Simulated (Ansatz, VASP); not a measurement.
## One calculation of Ge2P, two programs

```xyz
3
Lattice="4.2989 0.0000 0.0000 0.0000 4.2989 0.0000 0.0000 0.0000 3.7565" Properties=species:S:1:pos:R:3 pbc="T T T"
Ge    0.0000    2.1495    0.0000
Ge    2.1495    0.0000    0.0000
P     0.0000    0.0000    0.0000
```

Change from the starting cell: species swapped into the CuI2 type (P4/mmm, No. 123).

Alike in both runs: task single point; functional PBE; k mesh 4 × 4 × 4; occupations gaussian, width 0.1 eV; no spin polarisation.

```csv
,VASP,Ansatz
version,VASP 6.6.1,Ansatz 0.2.0
potentials or method,"VASP PAW PBE potentials, release 64 (Ge_d, P), cutoff 520 eV","scalar-relativistic, plane waves, PAW"
valence electrons in the cell,33,33
```

Ansatz gave:

```
gap on the k mesh at the Fermi level (eV)                     : none
pressure (GPa)                                                : 19.8
traceless stress, the component that is largest in VASP (GPa) : -22.45
```

Which values does VASP return?

gap on the k mesh at the Fermi level (eV): none; pressure (GPa): 19.5; traceless stress, the component that is largest in VASP (GPa): -22.20.

A gap of «none» marks a metal or a gap that the smearing closes.

The k mesh is coarse, so the values compare programs but aren't converged.
